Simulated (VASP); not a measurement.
# AlGaN2 (P-4m2) in VASP: further runs

Runs on AlGaN2. Level: LDA. Tasks: single point.

Everything below comes from runs of VASP 6.6.1. Logs are shortened: lines on timing, memory, paths and dates and some standing lists are left out, and cuts for length are marked.

## Step 1: The cell of the first run

The structure is tetragonal, space group P-4m2 (No. 115). Conventional cell: a = 3.316 Å, b = 3.316 Å, c = 3.970 Å, α = 90.00°, β = 90.00°, γ = 90.00°. Al (site symmetry -4m2) has 4 N at 1.91 Å within 2.5 Å. Ga (site symmetry -4m2) has 4 N at 1.96 Å within 2.6 Å. N (site symmetry 2mm) has 2 Al at 1.91 Å and 2 Ga at 1.96 Å within 2.5 Å.

## Step 2: Single point, LDA

Input file INCAR:

```
SYSTEM = AlGaN2
  ALGO = Normal
  EDIFF = 1E-6
  ENCUT = 520
  ISIF = 2
  ISMEAR = 0
  LASPH = .True.
  LCHARG = .False.
  LREAL = .False.
  LWAVE = .False.
  NBANDS = 21
  NELM = 80
  PREC = Accurate
  SIGMA = 0.05
```

Input file KPOINTS:

```
k-points
0
Gamma
  8 8 6
  0 0 0
```

Input file POSCAR:

```
AlGaN2
1.0
    3.3157208543      0.0000000000      0.0000000000
    0.0000000000      3.3157208543      0.0000000000
    0.0000000000      0.0000000000      3.9695854895
Al Ga N
1 1 2
Direct
    0.5000000000      0.5000000000      0.5000000000
    0.0000000000      0.0000000000      0.0000000000
    0.5000000000      0.0000000000      0.7382648100
    0.0000000000      0.5000000000      0.2617351900
```

Potentials or basis: VASP PAW LDA potentials, release 64 (Al, Ga_d, N).

Launch:

```bash
> cat potpaw_LDA.64/Al/POTCAR potpaw_LDA.64/Ga_d/POTCAR potpaw_LDA.64/N/POTCAR > POTCAR
> mpirun -np 1 vasp_std > vasp.out
```

OUTCAR:

```text
SYSTEM = AlGaN2
   EDIFF = 1E-6
   ENCUT = 520
   ISIF = 2
   ISMEAR = 0
   LASPH = .True.
   LREAL = .False.
   NELM = 80
   PREC = Accurate

 ion  position               nearest neighbor table
   1  0.500  0.500  0.500-   3 1.91   4 1.91   3 1.91   4 1.91   2 3.07   2 3.07   2 3.07   2 3.07
                             2 3.07   2 3.07   2 3.07   2 3.07
   2  0.000  0.000  0.000-   3 1.96   4 1.96   4 1.96   3 1.96   1 3.07   1 3.07   1 3.07   1 3.07
                             1 3.07   1 3.07   1 3.07   1 3.07
   3  0.500  0.000  0.738-   1 1.91   1 1.91   2 1.96   2 1.96
   4  0.000  0.500  0.262-   1 1.91   1 1.91   2 1.96   2 1.96

  LATTYP: Found a simple tetragonal cell.
 ALAT       =     3.3157208543
 C/A-ratio  =     1.1972013520

  Lattice vectors:

 A1 = (   3.3157208543,   0.0000000000,   0.0000000000)
 A2 = (   0.0000000000,   3.3157208543,   0.0000000000)
 A3 = (   0.0000000000,   0.0000000000,   3.9695854895)

Analysis of symmetry for initial positions (statically):
=====================================================================
 Subroutine PRICEL returns:
 Original cell was already a primitive cell.

 Routine SETGRP: Setting up the symmetry group for a
 simple tetragonal supercell.

 Subroutine GETGRP returns: Found  8 space group operations
 (whereof  8 operations were pure point group operations)
 out of a pool of 16 trial point group operations.

The static configuration has the point symmetry D_2d.

Analysis of symmetry for dynamics (positions and initial velocities):
=====================================================================
 Subroutine PRICEL returns:
 Original cell was already a primitive cell.

 Routine SETGRP: Setting up the symmetry group for a
 simple tetragonal supercell.

 Subroutine GETGRP returns: Found  8 space group operations
 (whereof  8 operations were pure point group operations)
 out of a pool of 16 trial point group operations.

The dynamic configuration has the point symmetry D_2d.

 Subroutine INISYM returns: Found  8 space group operations
 (whereof  8 operations are pure point group operations),
 and found     1 'primitive' translations

----------------------------------------------------------------------------------------

                                     Primitive cell

  volume of cell :      43.6416

  direct lattice vectors                    reciprocal lattice vectors
     3.315720854  0.000000000  0.000000000     0.301593543  0.000000000  0.000000000
     0.000000000  3.315720854  0.000000000     0.000000000  0.301593543  0.000000000
     0.000000000  0.000000000  3.969585490     0.000000000  0.000000000  0.251915471

  length of vectors
     3.315720854  3.315720854  3.969585490     0.301593543  0.301593543  0.251915471

  position of ions in fractional coordinates (direct lattice)
     0.500000000  0.500000000  0.500000000
     0.000000000  0.000000000  0.000000000
     0.500000000  0.000000000  0.738264810
     0.000000000  0.500000000  0.261735190

  ion indices of the primitive-cell ions
   primitive index   ion index
                 1           1
                 2           2
                 3           3
                 4           4

----------------------------------------------------------------------------------------

 KPOINTS: k-points

Automatic generation of k-mesh.
 Grid dimensions read from file:
 generate k-points for:    8    8    6

 Generating k-lattice:

  Cartesian coordinates                     Fractional coordinates (reciprocal lattice)
     0.037699193  0.000000000  0.000000000     0.125000000  0.000000000  0.000000000
     0.000000000  0.037699193  0.000000000     0.000000000  0.125000000  0.000000000
     0.000000000  0.000000000  0.041985912     0.000000000  0.000000000  0.166666667

  Length of vectors
     0.037699193  0.037699193  0.041985912

  Shift w.r.t. Gamma in fractional coordinates (k-lattice)
     0.000000000  0.000000000  0.000000000

 Subroutine IBZKPT returns following result:
 ===========================================

 Found     60 irreducible k-points:

 Following reciprocal coordinates:
            Coordinates               Weight
  0.000000  0.000000  0.000000      1.000000
  0.125000  0.000000  0.000000      4.000000
  0.250000  0.000000  0.000000      4.000000
  0.375000  0.000000  0.000000      4.000000
  0.500000  0.000000  0.000000      2.000000
  0.125000  0.125000  0.000000      4.000000
[... 16 lines left out ...]
  0.375000  0.125000  0.166667     16.000000
  0.500000  0.125000  0.166667      8.000000
 [... further k-points ...]
   k-points           NKPTS =     60   k-points in BZ     NKDIM =     60   number of bands    NBANDS=     21
   number of dos      NEDOS =    301   number of ions     NIONS =      4
   total plane-waves  NPLWV =  23520
   dimension x,y,z NGX =    28 NGY =   28 NGZ =   30
   dimension x,y,z NGXF=    56 NGYF=   56 NGZF=   60
   ions per type =               1   1   2
   NGX,Y,Z   is equivalent  to a cutoff of  14.04, 14.04, 12.56 a.u.
   NGXF,Y,Z  is equivalent  to a cutoff of  28.08, 28.08, 25.13 a.u.
 SYSTEM =  AlGaN2
   PREC   = accura    normal or accurate (medium, high low for compatibility)
   ISTART =      0    job   : 0-new  1-cont  2-samecut
   ICHARG =      2    charge: 1-file 2-atom 10-const
   ISPIN  =      1    spin polarized calculation?
   LNONCOLLINEAR =      F non collinear calculations
   LSORBIT =      F    spin-orbit coupling
   LASPH  =      T    aspherical Exc in radial PAW
   ENCUT  =  520.0 eV  38.22 Ry    6.18 a.u.   6.17  6.17  7.38*2*pi/ulx,y,z
   NELM   =     80;   NELMIN=  2; NELMDL= -5     # of ELM steps
   EDIFF  = 0.1E-05   stopping-criterion for ELM
   LREAL  =      F    real-space projection
   EDIFFG = 0.1E-04   stopping-criterion for IOM
   NSW    =      0    number of steps for IOM
   IBRION =     -1    ionic relax: 0-MD 1-quasi-New 2-CG
   NFREE  =      0    steps in history (QN), initial steepest desc. (CG)
   ISIF   =      2    stress and relaxation
   ISYM   =      2    0-nonsym 1-usesym 2-fastsym
   POTIM  = 0.5000    time-step for ionic-motion
   TEBEG  =    0.0;   TEEND  =   0.0 temperature during run
   PSTRESS=    0.0 pullay stress
   NELECT =      26.0000    total number of electrons
   NUPDOWN=      -1.0000    fix difference up-down
   EMIN   =  10.00;   EMAX   =-10.00  energy-range for DOS
   EFERMI =   0.00;   METHOD = LEGACY
   ISMEAR =     0;   SIGMA  =   0.05  broadening in eV -4-tet -1-fermi 0-gaus
   EFERMI_NEDOS =   21; number of points for ismear=-14 and -15
   IALGO  =     38    algorithm
   IMIX   =      4    mixing-type and parameters
     AMIX     =   0.40;   BMIX     =  1.00
     AMIX_MAG =   1.60;   BMIX_MAG =  1.00
  volume/ion in A,a.u.               =      10.91        73.63
  Fermi-wavevector in a.u.,A,eV,Ry     =   1.377523  2.603141 25.818009  1.897570
  Thomas-Fermi vector in A             =   2.502669
   LORBIT       =      0    0 simple, 1 ext, 2 COOP (PROOUT), +10 PAW based schemes
   GGA     = CA    functional components
   LHFCALC =     F    Hartree Fock is set to
   AEXX    =    0.0000 exact exchange contribution
   IVDW    =     0    specifies the selected vdW correction
   LEPSILON=     F    determine dielectric tensor
   LRPA    =     F    only Hartree local field effects (RPA)
 non-spin polarized calculation
 Gauss-broadening in eV      SIGMA  =   0.05
  energy-cutoff  :      520.00
  volume of cell :       43.64
 maximum number of plane-waves:      1200
 NGX is ok and might be reduce to    28
   NGX = 13   NGY = 13   NGZ = 15

 number of electron      26.0000000 magnetization

 Free energy of the ion-electron system (eV)
  ---------------------------------------------------
  ext. energy  EPLUGINS =         0.00000000
  ---------------------------------------------------
  free energy    TOTEN  =       -30.06049840 eV

  energy without entropy =      -30.06049840  energy(sigma->0) =      -30.06049840

 E-fermi :   5.7789     XC(G=0): -11.7446

 val. band max:        5.5768360088   @ k =   0.0000   0.0000   0.0000
 cond. band min:       8.2164441044   @ k =   0.0000   0.0000   0.0000
 fundamental gap:      2.6396080955
 Fermi energy:         5.7788968086

 k-point     1 :       0.0000    0.0000    0.0000
  band No.  band energies     occupation
      1      -9.9169      2.00000
      2      -8.5924      2.00000
      3      -7.7445      2.00000
      4      -7.7445      2.00000
      5      -7.7036      2.00000
      6      -7.5117      2.00000
[... 13 lines left out ...]
     20      19.3072      0.00000
     21      19.3074      0.00000

 k-point     2 :       0.1250    0.0000    0.0000
  band No.  band energies     occupation
      1      -9.7929      2.00000
      2      -8.5896      2.00000
      3      -7.7427      2.00000
      4      -7.7327      2.00000
      5      -7.6937      2.00000
      6      -7.5209      2.00000
[... 13 lines left out ...]
     20      18.8228      0.00000
     21      18.9280      0.00000

 k-point     3 :       0.2500    0.0000    0.0000
  band No.  band energies     occupation
      1      -9.4606      2.00000
      2      -8.5951      2.00000
      3      -7.7383      2.00000
      4      -7.6875      2.00000
      5      -7.6383      2.00000
      6      -7.5430      2.00000
[... 13 lines left out ...]
     20      17.9256      0.00000
     21      18.3873      0.00000
[... 457 lines left out ...]
 k-point    23 :       0.3750    0.1250    0.1667
  band No.  band energies     occupation
      1      -8.9478      2.00000
      2      -8.6182      2.00000
      3      -7.7370      2.00000
      4      -7.6331      2.00000
      5      -7.5824      2.00000
      6      -7.2729      2.00000
[... 13 lines left out ...]
     20      17.9574      0.00000
     21      18.2145      0.00000

 k-point    24 :       0.5000    0.1250    0.1667
  band No.  band energies     occupation
      1      -8.7625      2.00000
      2      -8.6919      2.00000
      3      -7.7331      2.00000
      4      -7.6246      2.00000
      5      -7.5911      2.00000
      6      -6.8585      2.00000
[... 13 lines left out ...]
     20      17.8360      0.00000
     21      17.9234      0.00000

 [... further k-points ...]
[... 5 lines left out ...]
  --------------------------------------------------------------------------------------
  -------------------------------------------------------------------------------------
  Total       -3.1041263     -3.1041263      0.9196904      0.0000000      0.0000000      0.0000000
  in kB     -113.9590684   -113.9590684     33.7637854      0.0000000      0.0000000      0.0000000
  external PRESSURE =     -64.7181171 kB  Pullay stress =       0.0000000 kB

 VOLUME and BASIS-vectors are now :
 -----------------------------------------------------------------------------
  energy-cutoff  :      520.00
  volume of cell :       43.64
      direct lattice vectors                 reciprocal lattice vectors
     3.315720854  0.000000000  0.000000000     0.301593543  0.000000000  0.000000000
     0.000000000  3.315720854  0.000000000     0.000000000  0.301593543  0.000000000
     0.000000000  0.000000000  3.969585490     0.000000000  0.000000000  0.251915471

 POSITION                                       TOTAL-FORCE (eV/Angst)
 -----------------------------------------------------------------------------------
      1.65786      1.65786      1.98479        -0.000000      0.000000      0.000000
      0.00000      0.00000      0.00000        -0.000000      0.000000      0.000000
      1.65786      0.00000      2.93061         0.000000      0.000000     -0.129202
      0.00000      1.65786      1.03898        -0.000000     -0.000000      0.129202
 -----------------------------------------------------------------------------------
    total drift:                               -0.000000     -0.000000     -0.000000

  FREE ENERGIE OF THE ION-ELECTRON SYSTEM (eV)
  ---------------------------------------------------
  free  energy   TOTEN  =       -30.0604984011 eV

  energy  without entropy=      -30.0604984011  energy(sigma->0) =      -30.06049840
```

Wall time 89 s (1 thread of AMD EPYC 7R13, shared host); peak memory 0.15 GiB.

Results:

```
Free energy            : -30.0605 eV
Pressure               : -6.5 GPa
Largest force          : 0.129 eV/Å
Band gap on the k mesh : 2.64 eV, direct
```

Forces in eV/Å, atoms in the order of the input:
```
Al   0.000  0.000  0.000
Ga   0.000  0.000  0.000
N    0.000  0.000 -0.129
N    0.000  0.000  0.129
```

Stress tensor (GPa, compression positive):
```
-11.40   0.00   0.00
  0.00 -11.40   0.00
  0.00   0.00   3.38
```

[end of part 1 of 3]
